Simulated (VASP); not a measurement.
# V (Im-3m) in VASP: notebook

Runs on V. Level: r2SCAN. Tasks: relaxation of cell and atoms.

Program: VASP 6.6.1. These are calculated values, not measurements. Logs are shortened: lines on timing, memory, paths and dates and some standing lists are left out, and cuts for length are marked.

### 1 The cell of the first run

The structure is cubic, space group Im-3m (No. 229). The conventional cell has a = 2.984 Å, b = 2.984 Å, c = 2.984 Å, α = 90.00°, β = 90.00°, γ = 90.00°. Within 3.4 Å of V (site symmetry m-3m) lie 14 V at 2.58 to 2.98 Å.

### 2 Relaxation of cell and atoms, r2SCAN

POSCAR

```
V
1.0
   -1.4921359662      1.4921359662      1.4921359662
    1.4921359662     -1.4921359662      1.4921359662
    1.4921359662      1.4921359662     -1.4921359662
V
1
Direct
    0.0000000000      0.0000000000      0.0000000000
```

INCAR.step1

```
PREC     = Accurate       # precision mode
ENCUT    = 600            # plane-wave cutoff, eV
ISMEAR   = -1             # smearing method
SIGMA    = 0.15           # smearing width, eV
LREAL    = F              # projectors in reciprocal space
LASPH    = T              # aspherical terms in the spheres
NELM     = 60             # most SCF steps
GGA      = PE             # functional
ALGO     = Normal         # electronic algorithm
EDIFF    = 1E-4           # SCF threshold, eV
LWAVE    = T              # write WAVECAR
LCHARG   = F              # write CHGCAR
```

INCAR.step2

```
PREC     = Accurate       # precision mode
ENCUT    = 600            # plane-wave cutoff, eV
EDIFF    = 1E-6           # SCF threshold, eV
ISMEAR   = -1             # smearing method
SIGMA    = 0.15           # smearing width, eV
LREAL    = F              # projectors in reciprocal space
LASPH    = T              # aspherical terms in the spheres
NELM     = 60             # most SCF steps
ALGO     = Normal         # electronic algorithm
ISIF     = 3              # what is computed and relaxed
LWAVE    = F              # write WAVECAR
LCHARG   = F              # write CHGCAR
METAGGA  = R2SCAN         # meta-GGA
LMIXTAU  = T            
IBRION   = 2              # ionic algorithm
NSW      = 80             # ionic steps
EDIFFG   = -0.001         # ionic threshold
ISTART   = 1
```

KPOINTS

```
regular mesh
0
Gamma
  26 26 26
```

Potentials or basis: VASP PAW PBE potentials, release 64 (V_sv).

Command:

```console
cat potpaw_PBE.64/V_sv/POTCAR > POTCAR
cp INCAR.step1 INCAR
mpirun -np 1 vasp_std > vasp.out
cp INCAR.step2 INCAR
mpirun -np 1 vasp_std > vasp.out
```

OUTCAR:

```text
PREC = Accurate
   ENCUT = 600
   EDIFF = 1E-6
   ISMEAR = -1
   LREAL = F
   LASPH = T
   NELM = 60
   ISIF = 3
   METAGGA = R2SCAN
   IBRION = 2
   NSW = 80
   EDIFFG = -0.001
   ISTART = 1

 ion  position               nearest neighbor table
   1  0.000  0.000  0.000-

  LATTYP: Found a body centered cubic cell.
 ALAT       =     2.9842719324

  Lattice vectors:

 A1 = (  -1.4921359662,   1.4921359662,   1.4921359662)
 A2 = (   1.4921359662,  -1.4921359662,   1.4921359662)
 A3 = (   1.4921359662,   1.4921359662,  -1.4921359662)

Analysis of symmetry for initial positions (statically):
=====================================================================
 Subroutine PRICEL returns:
 Original cell was already a primitive cell.

 Routine SETGRP: Setting up the symmetry group for a
 body centered cubic supercell.

 Subroutine GETGRP returns: Found 48 space group operations
 (whereof 48 operations were pure point group operations)
 out of a pool of 48 trial point group operations.

The static configuration has the point symmetry O_h .

Analysis of symmetry for dynamics (positions and initial velocities):
=====================================================================
 Subroutine PRICEL returns:
 Original cell was already a primitive cell.

 Routine SETGRP: Setting up the symmetry group for a
 body centered cubic supercell.

 Subroutine GETGRP returns: Found 48 space group operations
 (whereof 48 operations were pure point group operations)
 out of a pool of 48 trial point group operations.

The dynamic configuration has the point symmetry O_h .

 Subroutine INISYM returns: Found 48 space group operations
 (whereof 48 operations are pure point group operations),
 and found     1 'primitive' translations

----------------------------------------------------------------------------------------

                                     Primitive cell

  volume of cell :      13.2888

  direct lattice vectors                    reciprocal lattice vectors
    -1.492135966  1.492135966  1.492135966     0.000000000  0.335090107  0.335090107
     1.492135966 -1.492135966  1.492135966     0.335090107  0.000000000  0.335090107
     1.492135966  1.492135966 -1.492135966     0.335090107  0.335090107  0.000000000

  length of vectors
     2.584455305  2.584455305  2.584455305     0.473888973  0.473888973  0.473888973

  position of ions in fractional coordinates (direct lattice)
     0.000000000  0.000000000  0.000000000

  ion indices of the primitive-cell ions
   primitive index   ion index
                 1           1

----------------------------------------------------------------------------------------

 KPOINTS: regular mesh

Automatic generation of k-mesh.
 Grid dimensions read from file:
 generate k-points for:   26   26   26

 Generating k-lattice:

  Cartesian coordinates                     Fractional coordinates (reciprocal lattice)
     0.000000000  0.012888081  0.012888081     0.038461538  0.000000000  0.000000000
     0.012888081  0.000000000  0.012888081     0.000000000  0.038461538  0.000000000
     0.012888081  0.012888081  0.000000000     0.000000000  0.000000000  0.038461538

  Length of vectors
     0.018226499  0.018226499  0.018226499

  Shift w.r.t. Gamma in fractional coordinates (k-lattice)
     0.000000000  0.000000000  0.000000000

 Subroutine IBZKPT returns following result:
 ===========================================

 Found    511 irreducible k-points:

 Following reciprocal coordinates:
            Coordinates               Weight
  0.000000  0.000000  0.000000      1.000000
  0.038462  0.000000  0.000000     12.000000
  0.076923  0.000000  0.000000     12.000000
  0.115385  0.000000  0.000000     12.000000
  0.153846  0.000000  0.000000     12.000000
  0.192308  0.000000  0.000000     12.000000
[... 16 lines left out ...]
  0.346154  0.038462  0.000000     48.000000
  0.384615  0.038462  0.000000     48.000000
 [... further k-points ...]
   k-points           NKPTS =    511   k-points in BZ     NKDIM =    511   number of bands    NBANDS=     10
   number of dos      NEDOS =    301   number of ions     NIONS =      1
   total plane-waves  NPLWV =  13824
   dimension x,y,z NGX =    24 NGY =   24 NGZ =   24
   dimension x,y,z NGXF=    48 NGYF=   48 NGZF=   48
   ions per type =               1
   NGX,Y,Z   is equivalent  to a cutoff of  15.44, 15.44, 15.44 a.u.
   NGXF,Y,Z  is equivalent  to a cutoff of  30.88, 30.88, 30.88 a.u.
 SYSTEM =  unknown system
   PREC   = accura    normal or accurate (medium, high low for compatibility)
   ISTART =      1    job   : 0-new  1-cont  2-samecut
   ICHARG =      0    charge: 1-file 2-atom 10-const
   ISPIN  =      1    spin polarized calculation?
   LNONCOLLINEAR =      F non collinear calculations
   LSORBIT =      F    spin-orbit coupling
   LASPH  =      T    aspherical Exc in radial PAW
   ENCUT  =  600.0 eV  44.10 Ry    6.64 a.u.   5.16  5.16  5.16*2*pi/ulx,y,z
   NELM   =     60;   NELMIN=  2; NELMDL=  0     # of ELM steps
   EDIFF  = 0.1E-05   stopping-criterion for ELM
   LREAL  =      F    real-space projection
   EDIFFG = -.1E-02   stopping-criterion for IOM
   NSW    =     80    number of steps for IOM
   IBRION =      2    ionic relax: 0-MD 1-quasi-New 2-CG
   NFREE  =      1    steps in history (QN), initial steepest desc. (CG)
   ISIF   =      3    stress and relaxation
   ISYM   =      2    0-nonsym 1-usesym 2-fastsym
   POTIM  = 0.5000    time-step for ionic-motion
   TEBEG  =    0.0;   TEEND  =   0.0 temperature during run
   PSTRESS=    0.0 pullay stress
   NELECT =      13.0000    total number of electrons
   NUPDOWN=      -1.0000    fix difference up-down
   EMIN   =  10.00;   EMAX   =-10.00  energy-range for DOS
   EFERMI =   0.00;   METHOD = LEGACY
   ISMEAR =    -1;   SIGMA  =   0.15  broadening in eV -4-tet -1-fermi 0-gaus
   EFERMI_NEDOS =   21; number of points for ismear=-14 and -15
   IALGO  =     38    algorithm
   IMIX   =      4    mixing-type and parameters
     AMIX     =   0.40;   BMIX     =  1.00
     AMIX_MAG =   1.60;   BMIX_MAG =  1.00
  volume/ion in A,a.u.               =      13.29        89.68
  Fermi-wavevector in a.u.,A,eV,Ry     =   1.625153  3.071094 35.934644  2.641122
  Thomas-Fermi vector in A             =   2.718323
   LORBIT       =      0    0 simple, 1 ext, 2 COOP (PROOUT), +10 PAW based schemes
   METAGGA = R2SCAN    functional components
   LHFCALC =     F    Hartree Fock is set to
   AEXX    =    0.0000 exact exchange contribution
   IVDW    =     0    specifies the selected vdW correction
   LEPSILON=     F    determine dielectric tensor
   LRPA    =     F    only Hartree local field effects (RPA)
 conjugate gradient relaxation of ions
 non-spin polarized calculation
  energy-cutoff  :      600.00
  volume of cell :       13.29
 maximum number of plane-waves:       466
 NGX is ok and might be reduce to    24
   NGX = 11   NGY = 11   NGZ = 11

--------------------------------------- Ionic step        1  -------------------------------------------

 number of electron      12.9999998 magnetization

 Free energy of the ion-electron system (eV)
  ---------------------------------------------------
  ext. energy  EPLUGINS =         0.00000000
  ---------------------------------------------------
  free energy    TOTEN  =       -14.18862326 eV

  energy without entropy =      -14.07488576  energy(sigma->0) =      -14.13175451

------------------------ aborting loop because EDIFF is reached ----------------------------------------

  FORCE on cell =-STRESS in cart. coord.  units (eV):
  Direction    XX          YY          ZZ          XY          YZ          ZX
  --------------------------------------------------------------------------------------
  -------------------------------------------------------------------------------------
  Total        0.0808297      0.0808297      0.0808297      0.0000000     -0.0000000      0.0000000
  in kB        9.7453289      9.7453289      9.7453289      0.0000000     -0.0000000      0.0000000
  external PRESSURE =       9.7453289 kB  Pullay stress =       0.0000000 kB
[... 125 lines left out ...]
  energy  without entropy=      -14.0745117561  energy(sigma->0) =      -14.13166903

--------------------------------------- Ionic step        5  -------------------------------------------

 number of electron      12.9999998 magnetization

 Free energy of the ion-electron system (eV)
  ---------------------------------------------------
  ext. energy  EPLUGINS =         0.00000000
  ---------------------------------------------------
  free energy    TOTEN  =       -14.18882777 eV

  energy without entropy =      -14.07449751  energy(sigma->0) =      -14.13166264

 E-fermi :   9.8107     XC(G=0): -14.1168

 val. band max:        9.8076065436   @ k =  -0.1923   0.2692   0.0769
 cond. band min:       9.8122068609   @ k =   0.3462   0.1154   0.1154
 fundamental gap:      0.0046003173
 Fermi energy:         9.8106694829

 k-point     1 :       0.0000    0.0000    0.0000
  band No.  band energies     occupation
      1     -56.5249      2.00000
      2     -28.6617      2.00000
      3     -28.6617      2.00000
      4     -28.6617      2.00000
      5       2.6909      2.00000
      6      10.2622      0.09394
      7      10.2622      0.09394
      8      10.2622      0.09391
      9      12.4719      0.00000
     10      12.4719      0.00000
[... 287 lines left out ...]
 k-point    24 :       0.3846    0.0385    0.0000
  band No.  band energies     occupation
      1     -56.3290      2.00000
      2     -29.5406      2.00000
      3     -28.9364      2.00000
      4     -28.6748      2.00000
      5       6.3795      2.00000
      6       8.7452      1.99836
      7      10.4556      0.02678
      8      12.3889      0.00000
      9      12.8360      0.00000
     10      13.7534      0.00000

 [... further k-points ...]

------------------------ aborting loop because EDIFF is reached ----------------------------------------

  FORCE on cell =-STRESS in cart. coord.  units (eV):
  Direction    XX          YY          ZZ          XY          YZ          ZX
  --------------------------------------------------------------------------------------
  -------------------------------------------------------------------------------------
  Total        0.0002631      0.0002631      0.0002631     -0.0000000     -0.0000000     -0.0000000
  in kB        0.0315659      0.0315659      0.0315659     -0.0000000     -0.0000000     -0.0000000
  external PRESSURE =       0.0315659 kB  Pullay stress =       0.0000000 kB
[... 16 lines left out ...]
  FREE ENERGIE OF THE ION-ELECTRON SYSTEM (eV)
  ---------------------------------------------------
  free  energy   TOTEN  =       -14.1888277709 eV

  energy  without entropy=      -14.0744975111  energy(sigma->0) =      -14.13166264

 reached required accuracy - stopping structural energy minimisation
```

Run time: 7.8 min. Hardware: 1 thread of Intel Xeon 6975P-C (Granite Rapids), shared host; peak memory 0.22 GiB.

What came out:

| Quantity | Value |
| --- | --- |
| Free energy | -14.1888 eV |
| Relaxed volume | 13.36 Å³/atom |
| Relaxed cell | a = 2.589 Å, b = 2.589 Å, c = 2.589 Å, α = 109.47°, β = 109.47°, γ = 109.47° |
| Space group after relaxing (to 0.1 Å) | Im-3m (No. 229) |
| Energy gained by relaxing | 0.2 meV/atom |
| Ionic steps | 5 |
| Pressure after relaxing | 0.0 GPa |
| Band gap on the k mesh | zero (an odd number of electrons rules out a gap without spin polarisation) |

Step by step:
```
step  energy change (eV)  largest force (eV/Å)  pressure (GPa)  volume (Å³)
   1              0.0000                0.0000            0.97        13.29
   2              0.0001                0.0000           -1.27        13.44
   3             -0.0002                0.0000           -0.06        13.36
   4             -0.0002                0.0000            0.07        13.35
   5             -0.0002                0.0000            0.00        13.36
```

Final structure:
```cif
data_structure
_symmetry_space_group_name_H-M 'P 1'
_symmetry_Int_Tables_number 1
_cell_length_a 2.5887
_cell_length_b 2.5887
_cell_length_c 2.5887
_cell_angle_alpha 109.471
_cell_angle_beta 109.471
_cell_angle_gamma 109.471
_cell_volume 13.36
loop_
_atom_site_label
_atom_site_type_symbol
_atom_site_fract_x
_atom_site_fract_y
_atom_site_fract_z
_atom_site_occupancy
V1 V 0.00000 0.00000 0.00000 1
```

Caveat: the PAW data sets were made with another functional, which shifts forces and pressure a little.

### 3 Relaxation of cell and atoms, r2SCAN

This run uses another cell than the first one, of 13.36 Å³/atom.

POSCAR

```
V
1.0
   -1.4947051783      1.4947051783      1.4947051783
    1.4947051783     -1.4947051783      1.4947051783
    1.4947051783      1.4947051783     -1.4947051783
V
1
Direct
    0.0000000000      0.0000000000      0.0000000000
```

INCAR.step1

```
  PREC = Accurate
  ENCUT = 600
  ISMEAR = 0
  SIGMA = 0.1
  LREAL = F
  LASPH = T
  NELM = 60
  GGA = PE
  ALGO = Normal
  EDIFF = 1E-4
  LWAVE = T
  LCHARG = F
```

INCAR.step2

```
  PREC = Accurate
  ENCUT = 600
  EDIFF = 1E-7
  ISMEAR = 0
  SIGMA = 0.1
  LREAL = F
  LASPH = T
  NELM = 60
  ALGO = Normal
  ISIF = 3
  LWAVE = F
  LCHARG = F
  METAGGA = R2SCAN
  LMIXTAU = T
  IBRION = 2
  NSW = 100
  EDIFFG = -0.002
  ISTART = 1
```

KPOINTS is that of step 2.

Potentials or basis: VASP PAW PBE potentials, release 64 (V_sv).

Command:

```console
cat potpaw_PBE.64/V_sv/POTCAR > POTCAR
cp INCAR.step1 INCAR
mpirun -np 1 vasp_std > vasp.out
cp INCAR.step2 INCAR
mpirun -np 1 vasp_std > vasp.out
```

Wall time 7.5 min (1 thread of Intel Xeon 6975P-C (Granite Rapids), shared host); peak memory 0.22 GiB.

Results (log left out):

- Free energy: -14.1335 eV
- Relaxed volume: 13.31 Å³/atom
- Relaxed cell: a = 2.586 Å, b = 2.586 Å, c = 2.586 Å, α = 109.47°, β = 109.47°, γ = 109.47°
- Space group after relaxing (to 0.1 Å): Im-3m (No. 229)
- Energy gained by relaxing: 0.1 meV/atom
- Ionic steps: 3
- Pressure after relaxing: 0.0 GPa
- Band gap on the k mesh: zero (an odd number of electrons rules out a gap without spin polarisation)

The path:
```tsv
step	energy change (eV)	largest force (eV/Å)	pressure (GPa)	volume (Å³)
1	0.0000	0.0000	-0.75	13.36
2	0.0001	0.0000	1.01	13.24
3	-0.0001	0.0000	-0.01	13.31
```

Final structure:
```
V
1.0
    -1.49279    1.49279    1.49279
     1.49279   -1.49279    1.49279
     1.49279    1.49279   -1.49279
V
1
Cartesian
  0.0000 0.0000 0.0000
```

Levels at points of the mesh, in eV from the Fermi level:
| k point | band 4 | band 5 | band 6 | band 7 | band 8 | band 9 | band 10 |
| --- | --- | --- | --- | --- | --- | --- | --- |
| (0.00, 0.00, 0.00) | -38.44 | -7.09 | 0.49 | 0.49 | 0.49 | 2.70 | 2.70 |
| (0.50, 0.00, 0.00) | -38.44 | -3.38 | -1.17 | 1.56 | 2.67 | 3.08 | 4.35 |
| (0.50, 0.50, 0.50) | -39.09 | -3.17 | -3.17 | 3.94 | 3.94 | 3.94 | 10.76 |

Caveat: the PAW data sets were made with another functional, which shifts forces and pressure a little.
